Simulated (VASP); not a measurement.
# CdSe (Cadmoselite) (P6_3mc) in VASP: density of states with PBE

Aim: the density of states of CdSe (Cadmoselite) with PBE.

All numbers are computed with VASP 6.6.1; they aren't measurements. Logs are shortened: lines on timing, memory, paths and dates and some standing lists are left out, and cuts for length are marked.

**1. The cell of the first run**

It takes space group P6_3mc (No. 186, hexagonal). Conventional cell: a = 4.300 Å, b = 4.300 Å, c = 7.020 Å, α = 90.00°, β = 90.00°, γ = 120.00°. Within 3.4 Å of Cd (site symmetry 3m) lie 4 Se at 2.61 to 2.70 Å. Se (site symmetry 3m) has 4 Cd at 2.61 to 2.70 Å within 3.4 Å.

**2. Density of states, PBE**

File POSCAR:

```
CdSe
1.0
    4.3000000000      0.0000000000      0.0000000000
   -2.1500000000      3.7239092400      0.0000000000
    0.0000000000      0.0000000000      7.0200000000
Cd Se
2 2
Direct
    0.3333333300      0.6666666700      0.0000000000
    0.6666666700      0.3333333300      0.5000000000
    0.3333333300      0.6666666700      0.3850000000
    0.6666666700      0.3333333300      0.8850000000
```

File INCAR.step1:

```
PREC     = Accurate       # precision mode
ENCUT    = 520            # plane-wave cutoff, eV
EDIFF    = 1E-7           # SCF threshold, eV
ISMEAR   = 0              # smearing method
SIGMA    = 0.01           # smearing width, eV
LREAL    = F              # projectors in reciprocal space
LASPH    = T              # aspherical terms in the spheres
NELM     = 100            # most SCF steps
ALGO     = Normal         # electronic algorithm
ISIF     = 2              # what is computed and relaxed
LWAVE    = F              # write WAVECAR
LCHARG   = T              # write CHGCAR
GGA      = PE             # functional
NBANDS   = 26             # bands
```

File KPOINTS.step1:

```
Automatic mesh
0
Gamma
  6 6 4
```

File INCAR.step2:

```
PREC     = Accurate       # precision mode
ENCUT    = 520            # plane-wave cutoff, eV
EDIFF    = 1E-7           # SCF threshold, eV
ISMEAR   = -5             # smearing method
SIGMA    = 0.01           # smearing width, eV
LREAL    = F              # projectors in reciprocal space
LASPH    = T              # aspherical terms in the spheres
NELM     = 100            # most SCF steps
ALGO     = Normal         # electronic algorithm
ISIF     = 2              # what is computed and relaxed
LWAVE    = F              # write WAVECAR
LCHARG   = F              # write CHGCAR
GGA      = PE             # functional
LORBIT   = 11             # projections on sites
NBANDS   = 26             # bands
NEDOS    = 1001           # points of the DOS
ICHARG   = 11             # starting density
```

File KPOINTS.step2:

```
Automatic mesh
0
Gamma
  9 9 6
```

Potentials or basis: VASP PAW PBE potentials, release 64 (Cd, Se).

Command:

```sh
cat potpaw_PBE.64/Cd/POTCAR potpaw_PBE.64/Se/POTCAR > POTCAR
cp INCAR.step1 INCAR
cp KPOINTS.step1 KPOINTS
mpirun -np 1 vasp_std > vasp.out
cp INCAR.step2 INCAR
cp KPOINTS.step2 KPOINTS
mpirun -np 1 vasp_std > vasp.out
```

OUTCAR:

```text
PREC = Accurate
   ENCUT = 520
   EDIFF = 1E-7
   ISMEAR = -5
   LREAL = F
   LASPH = T
   NELM = 100
   ISIF = 2
   GGA = PE
   LORBIT = 11
   ICHARG = 11

 ion  position               nearest neighbor table
   1  0.333  0.667  0.000-   4 2.61   4 2.61   4 2.61   3 2.70
   2  0.667  0.333  0.500-   3 2.61   3 2.61   3 2.61   4 2.70
   3  0.333  0.667  0.385-   2 2.61   2 2.61   2 2.61   1 2.70
   4  0.667  0.333  0.885-   1 2.61   1 2.61   1 2.61   2 2.70

  LATTYP: Found a hexagonal cell.
 ALAT       =     4.3000000000
 C/A-ratio  =     1.6325581395

  Lattice vectors:

 A1 = (   4.3000000000,   0.0000000000,   0.0000000000)
 A2 = (  -2.1500000000,   3.7239092400,   0.0000000000)
 A3 = (   0.0000000000,   0.0000000000,   7.0200000000)

Analysis of symmetry for initial positions (statically):
=====================================================================
 Subroutine PRICEL returns:
 Original cell was already a primitive cell.

 Routine SETGRP: Setting up the symmetry group for a
 hexagonal supercell.

 Subroutine GETGRP returns: Found 12 space group operations
 (whereof  6 operations were pure point group operations)
 out of a pool of 24 trial point group operations.

The static configuration has the point symmetry C_3v.
 The point group associated with its full space group is C_6v.

Analysis of symmetry for dynamics (positions and initial velocities):
=====================================================================
 Subroutine PRICEL returns:
 Original cell was already a primitive cell.

 Routine SETGRP: Setting up the symmetry group for a
 hexagonal supercell.

 Subroutine GETGRP returns: Found 12 space group operations
 (whereof  6 operations were pure point group operations)
 out of a pool of 24 trial point group operations.

The dynamic configuration has the point symmetry C_3v.
 The point group associated with its full space group is C_6v.

 Subroutine INISYM returns: Found 12 space group operations
 (whereof  6 operations are pure point group operations),
 and found     1 'primitive' translations

----------------------------------------------------------------------------------------

                                     Primitive cell

  volume of cell :     112.4099

  direct lattice vectors                    reciprocal lattice vectors
     4.300000000  0.000000000  0.000000000     0.232558140  0.134267504  0.000000000
    -2.150000000  3.723909240  0.000000000     0.000000000  0.268535009  0.000000000
     0.000000000  0.000000000  7.020000000     0.000000000  0.000000000  0.142450142
[... 101 lines left out ...]
   NELECT =      36.0000    total number of electrons
   NUPDOWN=      -1.0000    fix difference up-down
   EMIN   =  10.00;   EMAX   =-10.00  energy-range for DOS
   EFERMI =   0.00;   METHOD = LEGACY
   ISMEAR =    -5;   SIGMA  =   0.01  broadening in eV -4-tet -1-fermi 0-gaus
   EFERMI_NEDOS =   21; number of points for ismear=-14 and -15
   IALGO  =     38    algorithm
   IMIX   =      4    mixing-type and parameters
     AMIX     =   0.40;   BMIX     =  1.00
     AMIX_MAG =   1.60;   BMIX_MAG =  1.00
  volume/ion in A,a.u.               =      28.10       189.64
  Fermi-wavevector in a.u.,A,eV,Ry     =   1.120059  2.116604 17.068937  1.254531
  Thomas-Fermi vector in A             =   2.256702
   LORBIT       =     11    0 simple, 1 ext, 2 COOP (PROOUT), +10 PAW based schemes
   GGA     = PE    functional components
   LHFCALC =     F    Hartree Fock is set to
   AEXX    =    0.0000 exact exchange contribution
   IVDW    =     0    specifies the selected vdW correction
   LEPSILON=     F    determine dielectric tensor
   LRPA    =     F    only Hartree local field effects (RPA)
 non-spin polarized calculation
 Fermi weights with tetrahedron method with Bloechl corrections
  energy-cutoff  :      520.00
  volume of cell :      112.41
 maximum number of plane-waves:      3046
 NGX is ok and might be reduce to    32

 number of electron      35.9999998 magnetization

 Free energy of the ion-electron system (eV)
  ---------------------------------------------------
  ext. energy  EPLUGINS =         0.00000000
  ---------------------------------------------------
  free energy    TOTEN  =       -10.90607666 eV

  energy without entropy =      -10.90607666  energy(sigma->0) =      -10.90607666

 E-fermi :   0.9525     XC(G=0):  -8.8813

 val. band max:        0.9375251359   @ k =   0.0000   0.0000   0.0000
 cond. band min:       1.6397911208   @ k =   0.0000   0.0000   0.0000
 fundamental gap:      0.7022659849
 Fermi energy:         0.9524836445

 k-point     1 :       0.0000    0.0000    0.0000
  band No.  band energies     occupation
      1     -11.6564      2.00000
      2     -11.2903      2.00000
      3      -6.9997      2.00000
      4      -6.9997      2.00000
      5      -6.9439      2.00000
      6      -6.9439      2.00000
[... 685 lines left out ...]
     25       9.2681      0.00000
     26       9.2681      0.00000

 [... further k-points ...]

------------------------ aborting loop because EDIFF is reached ----------------------------------------

  FORCE on cell =-STRESS in cart. coord.  units (eV):
  Direction    XX          YY          ZZ          XY          YZ          ZX
  --------------------------------------------------------------------------------------
  -------------------------------------------------------------------------------------
  Total        2.8185482      2.8185482      1.3417271      0.0000000      0.0000000      0.0000000
  in kB       40.1727347     40.1727348     19.1236203      0.0000000      0.0000000      0.0000000
  external PRESSURE =      33.1563633 kB  Pullay stress =       0.0000000 kB

 VOLUME and BASIS-vectors are now :
 -----------------------------------------------------------------------------
  energy-cutoff  :      520.00
  volume of cell :      112.41
      direct lattice vectors                 reciprocal lattice vectors
     4.300000000  0.000000000  0.000000000     0.232558140  0.134267504  0.000000000
    -2.150000000  3.723909240  0.000000000     0.000000000  0.268535009  0.000000000
     0.000000000  0.000000000  7.020000000     0.000000000  0.000000000  0.142450142

 POSITION                                       TOTAL-FORCE (eV/Angst)
 -----------------------------------------------------------------------------------
     -0.00000      2.48261      0.00000        -0.000000      0.000000      0.291092
      2.15000      1.24130      3.51000         0.000000      0.000000      0.291092
     -0.00000      2.48261      2.70270         0.000000      0.000000     -0.291092
      2.15000      1.24130      6.21270        -0.000000     -0.000000     -0.291092
 -----------------------------------------------------------------------------------
    total drift:                               -0.000013      0.000007      0.001015

  FREE ENERGIE OF THE ION-ELECTRON SYSTEM (eV)
  ---------------------------------------------------
  free  energy   TOTEN  =       -10.9060766562 eV

  energy  without entropy=      -10.9060766562  energy(sigma->0) =      -10.90607666

 total charge

# of ion       s       p       d       tot
------------------------------------------
    1        0.445   0.316   9.555  10.316
    2        0.445   0.316   9.555  10.316
    3        1.443   2.399   0.022   3.865
    4        1.443   2.399   0.022   3.865
--------------------------------------------------
tot          3.777   5.430  19.155  28.362
```

OSZICAR.step1:

```text
N       E                     dE             d eps       ncg     rms          rms(c)
DAV:   1     0.239258273181E+03    0.23926E+03   -0.17033E+04  1092   0.125E+03
DAV:   2     0.126158420244E+01   -0.23800E+03   -0.23049E+03  1186   0.306E+02
DAV:   3    -0.115442708085E+02   -0.12806E+02   -0.12732E+02  1322   0.708E+01
DAV:   4    -0.116546085131E+02   -0.11034E+00   -0.11023E+00  1198   0.613E+00
DAV:   5    -0.116552588614E+02   -0.65035E-03   -0.65033E-03  1238   0.467E-01    0.888E+00
DAV:   6    -0.109359914833E+02    0.71927E+00   -0.12350E+00  1310   0.110E+01    0.697E+00
DAV:   7    -0.109026843989E+02    0.33307E-01   -0.54303E-01  1164   0.375E+00    0.258E+00
DAV:   8    -0.109009170618E+02    0.17673E-02   -0.57052E-02  1140   0.239E+00    0.396E-01
DAV:   9    -0.109010373514E+02   -0.12029E-03   -0.73745E-03  1196   0.985E-01    0.111E-01
DAV:  10    -0.109011827622E+02   -0.14541E-03   -0.82449E-04  1156   0.311E-01    0.717E-02
DAV:  11    -0.109012752803E+02   -0.92518E-04   -0.20189E-04  1132   0.815E-02    0.266E-02
DAV:  12    -0.109012729685E+02    0.23118E-05   -0.38471E-05  1264   0.662E-02    0.942E-03
DAV:  13    -0.109012743073E+02   -0.13387E-05   -0.11231E-05  1120   0.317E-02    0.374E-03
DAV:  14    -0.109012745315E+02   -0.22424E-06   -0.67575E-07  1142   0.404E-03    0.222E-03
DAV:  15    -0.109012746633E+02   -0.13185E-06   -0.23913E-07   920   0.497E-03    0.377E-04
DAV:  16    -0.109012746861E+02   -0.22801E-07   -0.22693E-08   712   0.102E-03
   1 F= -.10901275E+02 E0= -.10901275E+02  d E =-.656262E-29
```

Run time: 2 min. Hardware: 1 thread of AMD EPYC 7R13 (Zen 3), shared host; peak memory 0.25 GiB.

Results:

- Valence electrons inside the program's atomic spheres: Cd 10.32; Se 3.87
